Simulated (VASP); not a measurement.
# Ru (P6_3/mmc) in VASP: notebook

Runs on Ru. Level: LDA. Tasks: single point.

All numbers are computed with VASP 6.6.1; they aren't measurements. Logs are shortened: lines on timing, memory, paths and dates and some standing lists are left out, and cuts for length are marked.

### 1 The cell of the first run

The structure is hexagonal, space group P6_3/mmc (No. 194). The conventional cell has a = 2.706 Å, b = 2.706 Å, c = 4.282 Å, α = 90.00°, β = 90.00°, γ = 120.00°. Within 3.5 Å of Ru (site symmetry -6m2) lie 12 Ru at 2.65 to 2.71 Å.

### 2 Single point, LDA

INCAR

```
SYSTEM = Ru
ALGO = Normal
EDIFF = 1E-6
ENCUT = 520
ISIF = 2
ISMEAR = 1
LASPH = .TRUE.
LCHARG = .FALSE.
LREAL = .FALSE.
LWAVE = .FALSE.
NBANDS = 21
NELM = 60
PREC = Accurate
SIGMA = 0.1
```

KPOINTS

```
k-points
0
G
  14 14 8
  0 0 0
```

POSCAR

```
Ru
1.0
    2.7058000000      0.0000000000      0.0000000000
   -1.3529000000      2.3432915400      0.0000000000
    0.0000000000      0.0000000000      4.2819000000
Ru
2
Direct
    0.3333333333      0.6666666667      0.2500000000
    0.6666666667      0.3333333333      0.7500000000
```

Potentials or basis: VASP PAW LDA potentials, release 64 (Ru_pv).

Launch:

```console
$ cat potpaw_LDA.64/Ru_pv/POTCAR > POTCAR
$ mpirun -np 1 vasp_std > vasp.out
```

OUTCAR:

```text
SYSTEM = Ru
   EDIFF = 1E-6
   ENCUT = 520
   ISIF = 2
   ISMEAR = 1
   LASPH = .TRUE.
   LREAL = .FALSE.
   NELM = 60
   PREC = Accurate

 ion  position               nearest neighbor table
   1  0.333  0.667  0.250-   2 2.65   2 2.65   2 2.65   2 2.65   2 2.65   2 2.65
   2  0.667  0.333  0.750-   1 2.65   1 2.65   1 2.65   1 2.65   1 2.65   1 2.65

  LATTYP: Found a hexagonal cell.
 ALAT       =     2.7058000000
 C/A-ratio  =     1.5824894671

  Lattice vectors:

 A1 = (   2.7058000000,   0.0000000000,   0.0000000000)
 A2 = (  -1.3529000000,   2.3432915400,   0.0000000000)
 A3 = (   0.0000000000,   0.0000000000,   4.2819000000)

Analysis of symmetry for initial positions (statically):
=====================================================================
 Subroutine PRICEL returns:
 Original cell was already a primitive cell.

 Routine SETGRP: Setting up the symmetry group for a
 hexagonal supercell.

 Subroutine GETGRP returns: Found 24 space group operations
 (whereof 12 operations were pure point group operations)
 out of a pool of 24 trial point group operations.

The static configuration has the point symmetry D_3d.
 The point group associated with its full space group is D_6h.

Analysis of symmetry for dynamics (positions and initial velocities):
=====================================================================
 Subroutine PRICEL returns:
 Original cell was already a primitive cell.

 Routine SETGRP: Setting up the symmetry group for a
 hexagonal supercell.

 Subroutine GETGRP returns: Found 24 space group operations
 (whereof 12 operations were pure point group operations)
 out of a pool of 24 trial point group operations.

The dynamic configuration has the point symmetry D_3d.
 The point group associated with its full space group is D_6h.

 Subroutine INISYM returns: Found 24 space group operations
 (whereof 12 operations are pure point group operations),
 and found     1 'primitive' translations

----------------------------------------------------------------------------------------

                                     Primitive cell

  volume of cell :      27.1493

  direct lattice vectors                    reciprocal lattice vectors
     2.705800000  0.000000000  0.000000000     0.369576465  0.213375072  0.000000000
    -1.352900000  2.343291540  0.000000000     0.000000000  0.426750143  0.000000000
     0.000000000  0.000000000  4.281900000     0.000000000  0.000000000  0.233541185

  length of vectors
     2.705800000  2.705800002  4.281900000     0.426750143  0.426750143  0.233541185

  position of ions in fractional coordinates (direct lattice)
     0.333333333  0.666666667  0.250000000
     0.666666667  0.333333333  0.750000000

  ion indices of the primitive-cell ions
   primitive index   ion index
                 1           1
                 2           2

----------------------------------------------------------------------------------------

 KPOINTS: k-points

Automatic generation of k-mesh.
 Grid dimensions read from file:
 generate k-points for:   14   14    8

 Generating k-lattice:

  Cartesian coordinates                     Fractional coordinates (reciprocal lattice)
     0.026398319  0.015241077  0.000000000     0.071428571  0.000000000  0.000000000
     0.000000000  0.030482153  0.000000000     0.000000000  0.071428571  0.000000000
     0.000000000  0.000000000  0.029192648     0.000000000  0.000000000  0.125000000

  Length of vectors
     0.030482153  0.030482153  0.029192648

  Shift w.r.t. Gamma in fractional coordinates (k-lattice)
     0.000000000  0.000000000  0.000000000

 Subroutine IBZKPT returns following result:
 ===========================================

 Found    120 irreducible k-points:

 Following reciprocal coordinates:
            Coordinates               Weight
  0.000000  0.000000  0.000000      1.000000
  0.071429 -0.000000  0.000000      6.000000
  0.142857 -0.000000  0.000000      6.000000
  0.214286 -0.000000  0.000000      6.000000
  0.285714  0.000000  0.000000      6.000000
  0.357143 -0.000000  0.000000      6.000000
[... 16 lines left out ...]
  0.285714  0.285714  0.000000      6.000000
  0.357143  0.285714  0.000000      6.000000
 [... further k-points ...]
   k-points           NKPTS =    120   k-points in BZ     NKDIM =    120   number of bands    NBANDS=     21
   number of dos      NEDOS =    301   number of ions     NIONS =      2
   total plane-waves  NPLWV =  12800
   dimension x,y,z NGX =    20 NGY =   20 NGZ =   32
   dimension x,y,z NGXF=    40 NGYF=   40 NGZF=   64
   ions per type =               2
   NGX,Y,Z   is equivalent  to a cutoff of  12.29, 12.29, 12.42 a.u.
   NGXF,Y,Z  is equivalent  to a cutoff of  24.58, 24.58, 24.85 a.u.
 SYSTEM =  Ru
   PREC   = accura    normal or accurate (medium, high low for compatibility)
   ISTART =      0    job   : 0-new  1-cont  2-samecut
   ICHARG =      2    charge: 1-file 2-atom 10-const
   ISPIN  =      1    spin polarized calculation?
   LNONCOLLINEAR =      F non collinear calculations
   LSORBIT =      F    spin-orbit coupling
   LASPH  =      T    aspherical Exc in radial PAW
   ENCUT  =  520.0 eV  38.22 Ry    6.18 a.u.   5.03  5.03  7.96*2*pi/ulx,y,z
   NELM   =     60;   NELMIN=  2; NELMDL= -5     # of ELM steps
   EDIFF  = 0.1E-05   stopping-criterion for ELM
   LREAL  =      F    real-space projection
   EDIFFG = 0.1E-04   stopping-criterion for IOM
   NSW    =      0    number of steps for IOM
   IBRION =     -1    ionic relax: 0-MD 1-quasi-New 2-CG
   NFREE  =      0    steps in history (QN), initial steepest desc. (CG)
   ISIF   =      2    stress and relaxation
   ISYM   =      2    0-nonsym 1-usesym 2-fastsym
   POTIM  = 0.5000    time-step for ionic-motion
   TEBEG  =    0.0;   TEEND  =   0.0 temperature during run
   PSTRESS=    0.0 pullay stress
   NELECT =      28.0000    total number of electrons
   NUPDOWN=      -1.0000    fix difference up-down
   EMIN   =  10.00;   EMAX   =-10.00  energy-range for DOS
   EFERMI =   0.00;   METHOD = LEGACY
   ISMEAR =     1;   SIGMA  =   0.10  broadening in eV -4-tet -1-fermi 0-gaus
   EFERMI_NEDOS =   21; number of points for ismear=-14 and -15
   IALGO  =     38    algorithm
   IMIX   =      4    mixing-type and parameters
     AMIX     =   0.40;   BMIX     =  1.00
     AMIX_MAG =   1.60;   BMIX_MAG =  1.00
  volume/ion in A,a.u.               =      13.57        91.61
  Fermi-wavevector in a.u.,A,eV,Ry     =   1.654022  3.125649 37.222674  2.735789
  Thomas-Fermi vector in A             =   2.742361
   LORBIT       =      0    0 simple, 1 ext, 2 COOP (PROOUT), +10 PAW based schemes
   GGA     = CA    functional components
   LHFCALC =     F    Hartree Fock is set to
   AEXX    =    0.0000 exact exchange contribution
   IVDW    =     0    specifies the selected vdW correction
   LEPSILON=     F    determine dielectric tensor
   LRPA    =     F    only Hartree local field effects (RPA)
 non-spin polarized calculation
 Methfessel and Paxton  Order N= 1 SIGMA  =   0.10
  energy-cutoff  :      520.00
  volume of cell :       27.15
 maximum number of plane-waves:       752
 NGX is ok and might be reduce to    20
   NGX =  9   NGY =  9   NGZ = 15

 number of electron      28.0000008 magnetization

 Free energy of the ion-electron system (eV)
  ---------------------------------------------------
  ext. energy  EPLUGINS =         0.00000000
  ---------------------------------------------------
  free energy    TOTEN  =       -21.35137697 eV

  energy without entropy =      -21.34996662  energy(sigma->0) =      -21.35090685

 E-fermi :  12.6771     XC(G=0): -14.3824

 val. band max:       12.6621915003   @ k =   0.2857   0.1429   0.1250
 cond. band min:      12.6807345724   @ k =   0.0000   0.0000   0.3750
 fundamental gap:      0.0185430721
 Fermi energy:        12.6770887095

 k-point     1 :       0.0000    0.0000    0.0000
  band No.  band energies     occupation
      1     -30.7715      2.00000
      2     -29.8136      2.00000
      3     -29.8136      2.00000
      4     -29.6406      2.00000
      5     -29.6406      2.00000
      6     -29.6079      2.00000
[... 13 lines left out ...]
     20      22.6683      0.00000
     21      22.9890      0.00000

 k-point     2 :       0.0714   -0.0000    0.0000
  band No.  band energies     occupation
      1     -30.7538      2.00000
      2     -29.8513      2.00000
      3     -29.8264      2.00000
      4     -29.6800      2.00000
      5     -29.6458      2.00000
      6     -29.6161      2.00000
[... 13 lines left out ...]
     20      22.6683      0.00000
     21      22.9619      0.00000

 k-point     3 :       0.1429   -0.0000    0.0000
  band No.  band energies     occupation
      1     -30.7025      2.00000
      2     -29.9571      2.00000
      3     -29.8612      2.00000
      4     -29.7887      2.00000
      5     -29.6609      2.00000
      6     -29.6408      2.00000
[... 13 lines left out ...]
     20      22.6683      0.00000
     21      22.8764      0.00000

 k-point     4 :       0.2143   -0.0000    0.0000
  band No.  band energies     occupation
      1     -30.6227      2.00000
      2     -30.1099      2.00000
      3     -29.9414      2.00000
      4     -29.9097      2.00000
      5     -29.6843      2.00000
      6     -29.6820      2.00000
[... 13 lines left out ...]
     20      22.6682      0.00000
     21      22.7594      0.00000

 k-point     5 :       0.2857    0.0000    0.0000
  band No.  band energies     occupation
      1     -30.5231      2.00000
      2     -30.2794      2.00000
      3     -30.1054      2.00000
      4     -29.9617      2.00000
      5     -29.7386      2.00000
      6     -29.7117      2.00000
[... 13 lines left out ...]
     20      22.6681      0.00000
     21      22.6974      0.00000
[... 382 lines left out ...]
     20      22.6675      0.00000
     21      23.1785      0.00000

 k-point    22 :       0.3571    0.2143    0.0000
  band No.  band energies     occupation
      1     -30.4804      2.00000
      2     -30.3039      2.00000
      3     -30.2054      2.00000
      4     -30.1835      2.00000
      5     -29.9656      2.00000
      6     -29.9500      2.00000
[... 13 lines left out ...]
     20      22.6681      0.00000
     21      22.6743      0.00000

 k-point    23 :       0.2857    0.2857    0.0000
  band No.  band energies     occupation
      1     -30.4410      2.00000
      2     -30.3112      2.00000
      3     -30.1909      2.00000
      4     -30.1834      2.00000
      5     -30.0051      2.00000
      6     -29.9779      2.00000
[... 13 lines left out ...]
     20      22.6684      0.00000
     21      22.6693      0.00000

 k-point    24 :       0.3571    0.2857    0.0000
  band No.  band energies     occupation
      1     -30.4443      2.00000
      2     -30.2585      2.00000
      3     -30.2541      2.00000
      4     -30.1284      2.00000
      5     -30.0416      2.00000
      6     -30.0343      2.00000
[... 13 lines left out ...]
     20      22.6686      0.00000
     21      22.6689      0.00000

 [... further k-points ...]

------------------------ aborting loop because EDIFF is reached ----------------------------------------

  FORCE on cell =-STRESS in cart. coord.  units (eV):
  Direction    XX          YY          ZZ          XY          YZ          ZX
  --------------------------------------------------------------------------------------
  -------------------------------------------------------------------------------------
  Total       -1.8031377     -1.8031377     -2.2076017      0.0000000     -0.0000000      0.0000000
  in kB     -106.4096335   -106.4096337   -130.2785065      0.0000000     -0.0000000      0.0000000
  external PRESSURE =    -114.3659245 kB  Pullay stress =       0.0000000 kB

 VOLUME and BASIS-vectors are now :
 -----------------------------------------------------------------------------
  energy-cutoff  :      520.00
  volume of cell :       27.15
      direct lattice vectors                 reciprocal lattice vectors
     2.705800000  0.000000000  0.000000000     0.369576465  0.213375072  0.000000000
    -1.352900000  2.343291540  0.000000000     0.000000000  0.426750143  0.000000000
     0.000000000  0.000000000  4.281900000     0.000000000  0.000000000  0.233541185

 POSITION                                       TOTAL-FORCE (eV/Angst)
 -----------------------------------------------------------------------------------
     -0.00000      1.56219      1.07048         0.000000     -0.000000      0.000000
      1.35290      0.78110      3.21143        -0.000000      0.000000      0.000000
 -----------------------------------------------------------------------------------
    total drift:                               -0.000000      0.000000     -0.000000

  FREE ENERGIE OF THE ION-ELECTRON SYSTEM (eV)
  ---------------------------------------------------
  free  energy   TOTEN  =       -21.3513769709 eV

  energy  without entropy=      -21.3499666199  energy(sigma->0) =      -21.35090685
```

Run time: 58 s. Hardware: 1 thread of Intel Xeon Platinum 8175M at 2.50GHz (Skylake/Cascade Lake), shared host; peak memory 0.16 GiB.

Results:

| Item | Value |
| --- | --- |
| Free energy | -21.3514 eV |
| Pressure | -11.4 GPa |
| Band gap on the k mesh | zero (band 14 reaches 14.33 eV, above the bottom of band 15 at 11.18 eV) |

### 3 Single point, LDA, non-collinear spin, zero start, spin-orbit coupling

INCAR

```
SYSTEM = Ru
  ALGO = Normal
  EDIFF = 1E-6
  ENCUT = 520
  GGA_COMPAT = .FALSE.
  ISIF = 2
  ISMEAR = 1
  LASPH = .TRUE.
  LCHARG = .FALSE.
  LMAXMIX = 4
  LORBIT = 11
  LORBMOM = .TRUE.
  LREAL = .FALSE.
  LSORBIT = .TRUE.
  LWAVE = .FALSE.
  MAGMOM = 0 0 0 0 0 0
  NBANDS = 40
  NELM = 150
  PREC = Accurate
  SIGMA = 0.1
```

KPOINTS is that of step 2.

POSCAR is that of step 2.

Potentials or basis: VASP PAW LDA potentials, release 64 (Ru_pv).

Launch:

```console
$ cat potpaw_LDA.64/Ru_pv/POTCAR > POTCAR
$ mpirun -np 1 vasp_ncl > vasp.out
```

It took 6.7 min on 1 thread of Intel Xeon Platinum 8175M at 2.50GHz (Skylake/Cascade Lake), shared host; peak memory 0.29 GiB.

Results (log left out):

* Free energy: -21.6257 eV
* Pressure: -11.2 GPa
* Net moment: 0.00 μB per cell
* Valence electrons inside the program's atomic spheres: Ru 12.68

Stress tensor (GPa, compression positive):
```
-10.44   0.00   0.00
  0.00 -10.44   0.00
  0.00   0.00 -12.82
```

Moments on the atoms (μB; x, y, z):
```
Ru  0.00 0.00 0.00
Ru  0.00 0.00 0.00
```
